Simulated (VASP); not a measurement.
# Ti in VASP: notebook, part 2 of 2

VASP 6.6.1. The steps go on from the part before.

## Step 4: Electric field gradients, LDA (equal xy, yz and zx shear strains of +3 %)

File INCAR:

```
PREC = Accurate ; ENCUT = 520
EDIFF = 1E-8 ; ISMEAR = -1
SIGMA = 0.05 ; LREAL = F
LASPH = T ; NELM = 100
ALGO = Normal ; ISIF = 2
LWAVE = F ; LCHARG = F
GGA = CA ; LEFG = T
NBANDS = 12
```

File KPOINTS:

```
Automatic mesh
0
Gamma
  15 15 15
```

File POSCAR:

```
Ti
1.0
    0.0609000000      2.0604500000      2.0604500000
    2.0604500000      0.0609000000      2.0604500000
    2.0604500000      2.0604500000      0.0609000000
Ti
1
Direct
    0.0000000000      0.0000000000      0.0000000000
```

Potentials or basis: VASP PAW LDA potentials, release 64 (Ti_sv).

Launch:

```console
cat potpaw_LDA.64/Ti_sv/POTCAR > POTCAR
mpirun -np 1 vasp_std > vasp.out
```

OUTCAR:

```text
PREC = Accurate
   ENCUT = 520
   EDIFF = 1E-8
   ISMEAR = -1
   LREAL = F
   LASPH = T
   NELM = 100
   ISIF = 2
   GGA = CA

 ion  position               nearest neighbor table
   1  0.000  0.000  0.000-

  LATTYP: Found a trigonal (rhomboedric) cell.
 ALAT       =     2.9145526612
 COS(alpha) =     0.5293254421

  Lattice vectors:

 A1 = (   0.0609000000,   2.0604500000,   2.0604500000)
 A2 = (   2.0604500000,   0.0609000000,   2.0604500000)
 A3 = (   2.0604500000,   2.0604500000,   0.0609000000)

Analysis of symmetry for initial positions (statically):
=====================================================================
 Subroutine PRICEL returns:
 Original cell was already a primitive cell.

 Routine SETGRP: Setting up the symmetry group for a
 trigonal (rhombohedral) supercell.

 Subroutine GETGRP returns: Found 12 space group operations
 (whereof 12 operations were pure point group operations)
 out of a pool of 12 trial point group operations.

The static configuration has the point symmetry D_3d.

Analysis of symmetry for dynamics (positions and initial velocities):
=====================================================================
 Subroutine PRICEL returns:
 Original cell was already a primitive cell.

 Routine SETGRP: Setting up the symmetry group for a
 trigonal (rhombohedral) supercell.

 Subroutine GETGRP returns: Found 12 space group operations
 (whereof 12 operations were pure point group operations)
 out of a pool of 12 trial point group operations.

The dynamic configuration has the point symmetry D_3d.

 Subroutine INISYM returns: Found 12 space group operations
 (whereof 12 operations are pure point group operations),
 and found     1 'primitive' translations

----------------------------------------------------------------------------------------

                                     Primitive cell

  volume of cell :      16.7197

  direct lattice vectors                    reciprocal lattice vectors
     0.060900000  2.060450000  2.060450000    -0.253697859  0.246414667  0.246414667
     2.060450000  0.060900000  2.060450000     0.246414667 -0.253697859  0.246414667
     2.060450000  2.060450000  0.060900000     0.246414667  0.246414667 -0.253697859

  length of vectors
     2.914552661  2.914552661  2.914552661     0.431048697  0.431048697  0.431048697

  position of ions in fractional coordinates (direct lattice)
     0.000000000  0.000000000  0.000000000

  ion indices of the primitive-cell ions
   primitive index   ion index
                 1           1

----------------------------------------------------------------------------------------

 KPOINTS: Automatic mesh

Automatic generation of k-mesh.
 Grid dimensions read from file:
[... 73 lines left out ...]
   POTIM  = 0.5000    time-step for ionic-motion
   TEBEG  =    0.0;   TEEND  =   0.0 temperature during run
   PSTRESS=    0.0 pullay stress
   NELECT =      12.0000    total number of electrons
   NUPDOWN=      -1.0000    fix difference up-down
   EMIN   =  10.00;   EMAX   =-10.00  energy-range for DOS
   EFERMI =   0.00;   METHOD = LEGACY
   ISMEAR =    -1;   SIGMA  =   0.05  broadening in eV -4-tet -1-fermi 0-gaus
   EFERMI_NEDOS =   21; number of points for ismear=-14 and -15
   IALGO  =     38    algorithm
   IMIX   =      4    mixing-type and parameters
     AMIX     =   0.40;   BMIX     =  1.00
     AMIX_MAG =   1.60;   BMIX_MAG =  1.00
  volume/ion in A,a.u.               =      16.72       112.83
  Fermi-wavevector in a.u.,A,eV,Ry     =   1.465748  2.769862 29.230991  2.148417
  Thomas-Fermi vector in A             =   2.581568
   LORBIT       =      0    0 simple, 1 ext, 2 COOP (PROOUT), +10 PAW based schemes
   GGA     = CA    functional components
   LHFCALC =     F    Hartree Fock is set to
   AEXX    =    0.0000 exact exchange contribution
   IVDW    =     0    specifies the selected vdW correction
   LEPSILON=     F    determine dielectric tensor
   LRPA    =     F    only Hartree local field effects (RPA)
 non-spin polarized calculation
  energy-cutoff  :      520.00
  volume of cell :       16.72
 maximum number of plane-waves:       467
 NGX is ok and might be reduce to    24
   NGX = 11   NGY = 11   NGZ = 11

 number of electron      11.9999999 magnetization

 Free energy of the ion-electron system (eV)
  ---------------------------------------------------
  ext. energy  EPLUGINS =         0.00000000
  ---------------------------------------------------
  free energy    TOTEN  =        -8.48756526 eV

  energy without entropy =       -8.47370014  energy(sigma->0) =       -8.48063270

 E-fermi :   8.4020     XC(G=0): -11.9660

 val. band max:        8.4009117902   @ k =  -0.0667   0.4000   0.0667
 cond. band min:       8.4110628928   @ k =  -0.4000   0.3333   0.1333
 fundamental gap:      0.0101511025
 Fermi energy:         8.4020170789

 k-point     1 :       0.0000    0.0000    0.0000
  band No.  band energies     occupation
      1     -47.5642      2.00000
      2     -23.7870      2.00000
      3     -23.7197      2.00000
      4     -23.7197      2.00000
      5       2.2918      2.00000
      6       8.9441      0.00004
      7       9.4000      0.00000
      8       9.4000      0.00000
      9      10.9755      0.00000
     10      10.9755      0.00000
     11      23.8894      0.00000
     12      27.7344      0.00000
[... 331 lines left out ...]
 k-point    24 :       0.2000    0.1333    0.0000
  band No.  band energies     occupation
      1     -47.5104      2.00000
      2     -23.9632      2.00000
      3     -23.8378      2.00000
      4     -23.7844      2.00000
      5       3.5542      2.00000
      6       8.4297      0.73014
      7       9.6029      0.00000
      8       9.8951      0.00000
      9      10.3013      0.00000
     10      11.2200      0.00000
     11      24.6813      0.00000
     12      25.0804      0.00000

 [... further k-points ...]

------------------------ aborting loop because EDIFF is reached ----------------------------------------

  FORCE on cell =-STRESS in cart. coord.  units (eV):
  Direction    XX          YY          ZZ          XY          YZ          ZX
  --------------------------------------------------------------------------------------
  -------------------------------------------------------------------------------------
  Total       -0.5130154     -0.5130154     -0.5130154     -0.1561401     -0.1561401     -0.1561401
  in kB      -49.1601535    -49.1601535    -49.1601535    -14.9622591    -14.9622591    -14.9622591
  external PRESSURE =     -49.1601535 kB  Pullay stress =       0.0000000 kB

 VOLUME and BASIS-vectors are now :
 -----------------------------------------------------------------------------
  energy-cutoff  :      520.00
  volume of cell :       16.72
      direct lattice vectors                 reciprocal lattice vectors
     0.060900000  2.060450000  2.060450000    -0.253697859  0.246414667  0.246414667
     2.060450000  0.060900000  2.060450000     0.246414667 -0.253697859  0.246414667
     2.060450000  2.060450000  0.060900000     0.246414667  0.246414667 -0.253697859

 POSITION                                       TOTAL-FORCE (eV/Angst)
 -----------------------------------------------------------------------------------
      0.00000      0.00000      0.00000        -0.000000      0.000000      0.000000
 -----------------------------------------------------------------------------------
    total drift:                               -0.000000     -0.000000     -0.000000

  FREE ENERGIE OF THE ION-ELECTRON SYSTEM (eV)
  ---------------------------------------------------
  free  energy   TOTEN  =        -8.4875652558 eV

  energy  without entropy=       -8.4737001401  energy(sigma->0) =       -8.48063270

 Electric field gradients (V/A^2)
---------------------------------------------------------------------
 ion       V_xx      V_yy      V_zz      V_xy      V_xz      V_yz
---------------------------------------------------------------------
   1      -0.000    -0.000     0.000    -5.960    -5.960    -5.960
---------------------------------------------------------------------

 Electric field gradients after diagonalization (V/A^2)
 (convention: |V_zz| > |V_xx| > |V_yy|)
----------------------------------------------------------------------
 ion       V_xx      V_yy      V_zz     asymmetry (V_yy - V_xx)/ V_zz
----------------------------------------------------------------------
   1       5.960     5.960   -11.919       0.000
----------------------------------------------------------------------

           NMR quadrupolar parameters

 Cq : quadrupolar parameter    Cq=e*Q*V_zz/h
 eta: asymmetry parameters     (V_yy - V_xx)/ V_zz
 Q  : nuclear electric quadrupole moment in mb (millibarn)
----------------------------------------------------------------------
 ion       Cq(MHz)       eta       Q (mb)
----------------------------------------------------------------------
   1      -0.029       0.000       1.000
----------------------------------------------------------------------
```

It took 44 s on 1 thread of AMD EPYC 9R45 (Zen 5), shared host; peak memory 0.15 GiB.

Results:

| Quantity | Value |
| --- | --- |
| Free energy | -8.4876 eV |
| Pressure | -4.9 GPa |
| Band gap on the k mesh | zero (band 6 reaches 9.11 eV, above the bottom of band 7 at 8.04 eV) |

Electric field gradients, principal values (V/Å²):
```
atom  least  middle  greatest (by size)
1 Ti  5.960   5.960             -11.919
```

Caveat: the cell differs from its parent crystal (equal xy, yz and zx shear strains of +3 %); without QUAD_EFG the Cq values of the log hold for a quadrupole moment of 1 mb, not for the nuclei.

## Step 5: Electric field gradients, LDA (equal xx and yy strain of -3 %)

File INCAR:

```
ALGO = Normal
EDIFF = 1E-8
ENCUT = 520
GGA = CA
ISIF = 2
ISMEAR = -1
LASPH = True
LCHARG = False
LEFG = True
LREAL = False
LWAVE = False
NBANDS = 12
NELM = 100
PREC = Accurate
SIGMA = 0.05
```

File KPOINTS:

```
k-points
0
Gamma
  15 15 15
```

File POSCAR:

```
Ti
1.0
    0.0000000000      1.9691000000      2.0300000000
    1.9691000000      0.0000000000      2.0300000000
    1.9691000000      1.9691000000      0.0000000000
Ti
1
Direct
    0.0000000000      0.0000000000      0.0000000000
```

Potentials or basis: VASP PAW LDA potentials, release 64 (Ti_sv).

Launch:

```console
cat potpaw_LDA.64/Ti_sv/POTCAR > POTCAR
mpirun -np 1 vasp_std > vasp.out
```

OUTCAR:

```text
EDIFF = 1E-8
   ENCUT = 520
   GGA = CA
   ISIF = 2
   ISMEAR = -1
   LASPH = True
   LREAL = False
   NELM = 100
   PREC = Accurate

 ion  position               nearest neighbor table
   1  0.000  0.000  0.000-

  LATTYP: Found a body centered tetragonal cell.
 ALAT       =     2.7847279257
 C/A-ratio  =     1.4579521262

  Lattice vectors:

 A1 = (  -1.9691000000,   0.0000000000,   2.0300000000)
 A2 = (   1.9691000000,   0.0000000000,   2.0300000000)
 A3 = (   0.0000000000,   1.9691000000,  -2.0300000000)

Analysis of symmetry for initial positions (statically):
=====================================================================
 Subroutine PRICEL returns:
 Original cell was already a primitive cell.

 Routine SETGRP: Setting up the symmetry group for a
 body centered tetragonal supercell.

 Subroutine GETGRP returns: Found 16 space group operations
 (whereof 16 operations were pure point group operations)
 out of a pool of 16 trial point group operations.

The static configuration has the point symmetry D_4h.

Analysis of symmetry for dynamics (positions and initial velocities):
=====================================================================
 Subroutine PRICEL returns:
 Original cell was already a primitive cell.

 Routine SETGRP: Setting up the symmetry group for a
 body centered tetragonal supercell.

 Subroutine GETGRP returns: Found 16 space group operations
 (whereof 16 operations were pure point group operations)
 out of a pool of 16 trial point group operations.

The dynamic configuration has the point symmetry D_4h.

 Subroutine INISYM returns: Found 16 space group operations
[... 163 lines left out ...]
     12      29.3050      0.00000
[... 331 lines left out ...]
 k-point    24 :       0.2000    0.1333    0.0000
  band No.  band energies     occupation
      1     -46.7399      2.00000
      2     -23.1624      2.00000
      3     -22.9653      2.00000
      4     -22.9640      2.00000
      5       4.1226      2.00000
      6       8.9854      1.69326
      7      10.4453      0.00000
      8      10.6483      0.00000
      9      10.9875      0.00000
     10      12.2078      0.00000
     11      25.8599      0.00000
     12      26.4172      0.00000

 [... further k-points ...]

------------------------ aborting loop because EDIFF is reached ----------------------------------------

  FORCE on cell =-STRESS in cart. coord.  units (eV):
  Direction    XX          YY          ZZ          XY          YZ          ZX
  --------------------------------------------------------------------------------------
  -------------------------------------------------------------------------------------
  Total        0.2319005      0.2319005      0.1486662      0.0000000      0.0000000      0.0000000
  in kB       23.6021039     23.6021039     15.1307733      0.0000000      0.0000000      0.0000000
  external PRESSURE =      20.7783270 kB  Pullay stress =       0.0000000 kB

 VOLUME and BASIS-vectors are now :
 -----------------------------------------------------------------------------
  energy-cutoff  :      520.00
  volume of cell :       15.74
      direct lattice vectors                 reciprocal lattice vectors
     0.000000000  1.969100000  2.030000000    -0.253923112  0.253923112  0.246305419
     1.969100000  0.000000000  2.030000000     0.253923112 -0.253923112  0.246305419
     1.969100000  1.969100000  0.000000000     0.253923112  0.253923112 -0.246305419

 POSITION                                       TOTAL-FORCE (eV/Angst)
 -----------------------------------------------------------------------------------
      0.00000      0.00000      0.00000         0.000000      0.000000      0.000000
 -----------------------------------------------------------------------------------
    total drift:                               -0.000000     -0.000000     -0.000000

  FREE ENERGIE OF THE ION-ELECTRON SYSTEM (eV)
  ---------------------------------------------------
  free  energy   TOTEN  =        -8.5026105688 eV

  energy  without entropy=       -8.4888678675  energy(sigma->0) =       -8.49573922

 Electric field gradients (V/A^2)
---------------------------------------------------------------------
 ion       V_xx      V_yy      V_zz      V_xy      V_xz      V_yz
---------------------------------------------------------------------
   1       1.835     1.835    -3.671    -0.001    -0.000    -0.000
---------------------------------------------------------------------

 Electric field gradients after diagonalization (V/A^2)
 (convention: |V_zz| > |V_xx| > |V_yy|)
----------------------------------------------------------------------
 ion       V_xx      V_yy      V_zz     asymmetry (V_yy - V_xx)/ V_zz
----------------------------------------------------------------------
   1       1.837     1.834    -3.671       0.001
----------------------------------------------------------------------

           NMR quadrupolar parameters

 Cq : quadrupolar parameter    Cq=e*Q*V_zz/h
 eta: asymmetry parameters     (V_yy - V_xx)/ V_zz
 Q  : nuclear electric quadrupole moment in mb (millibarn)
----------------------------------------------------------------------
 ion       Cq(MHz)       eta       Q (mb)
----------------------------------------------------------------------
   1      -0.009       0.001       1.000
----------------------------------------------------------------------
```

OSZICAR:

```text
N       E                     dE             d eps       ncg     rms          rms(c)
DAV:   1     0.850082317346E+02    0.85008E+02   -0.65330E+03  6936   0.122E+03
DAV:   2    -0.523141205647E+01   -0.90240E+02   -0.87736E+02  7016   0.297E+02
DAV:   3    -0.930628405123E+01   -0.40749E+01   -0.40286E+01  9440   0.638E+01
DAV:   4    -0.939604516393E+01   -0.89761E-01   -0.89605E-01  7844   0.831E+00
DAV:   5    -0.939817687086E+01   -0.21317E-02   -0.21316E-02  8164   0.112E+00    0.899E+00
DAV:   6    -0.850605194594E+01    0.89212E+00   -0.18363E+00  7576   0.201E+01    0.250E+00
DAV:   7    -0.849226765402E+01    0.13784E-01   -0.98204E-02  8504   0.348E+00    0.134E+00
DAV:   8    -0.850232055397E+01   -0.10053E-01   -0.44399E-02  7112   0.266E+00    0.164E-01
DAV:   9    -0.850255940899E+01   -0.23886E-03   -0.33896E-03  8676   0.663E-01    0.882E-02
DAV:  10    -0.850262534420E+01   -0.65935E-04   -0.32709E-04  7456   0.210E-01    0.148E-02
DAV:  11    -0.850261148428E+01    0.13860E-04   -0.20800E-05  8248   0.612E-02    0.110E-02
DAV:  12    -0.850261055017E+01    0.93410E-06   -0.27868E-06  7512   0.202E-02    0.121E-03
DAV:  13    -0.850261058551E+01   -0.35335E-07   -0.12776E-07  9408   0.362E-03    0.180E-03
DAV:  14    -0.850261056862E+01    0.16887E-07   -0.71713E-08  7404   0.381E-03    0.738E-05
DAV:  15    -0.850261056879E+01   -0.16894E-09   -0.95871E-10  4096   0.377E-04
   1 F= -.85026106E+01 E0= -.84957392E+01  d E =-.137427E-01
```

It took 2.7 min on 1 thread of AMD EPYC 7R13, shared host; peak memory 0.14 GiB.

Results:

```
Free energy            : -8.5026 eV
Pressure               : 2.1 GPa
Band gap on the k mesh : zero (band 6 reaches 9.89 eV, above the bottom of band 7 at 8.68 eV)
```

Electric field gradients, principal values (V/Å²):
| atom | least | middle | greatest (by size) |
| --- | --- | --- | --- |
| 1 Ti | 1.834 | 1.837 | -3.671 |

Caveat: the cell differs from its parent crystal (equal xx and yy strain of -3 %); without QUAD_EFG the Cq values of the log hold for a quadrupole moment of 1 mb, not for the nuclei.

## Step 6: Summary

| cell | gap on the mesh (eV) | pressure (GPa) |
| --- | --- | --- |
| a = 2.885 Å, angles 59.3°, 1 atom | none | -4.9 |
| a = 2.915 Å, angles 58.0°, 1 atom | none | -4.9 |
| a = 2.828, b = 2.828, c = 2.785 Å, angles 60.5, 60.5, 59.0°, 1 atom | none | 2.1 |

Alike in all rows: task electric field gradients; level LDA; potentials or basis VASP PAW LDA potentials, release 64 (Ti_sv); no spin polarisation; k mesh 15 × 15 × 15; cutoff (eV) 520; smearing fermi-dirac 0.05 eV.

Absolute energies hang on the potentials; compare differences alone.
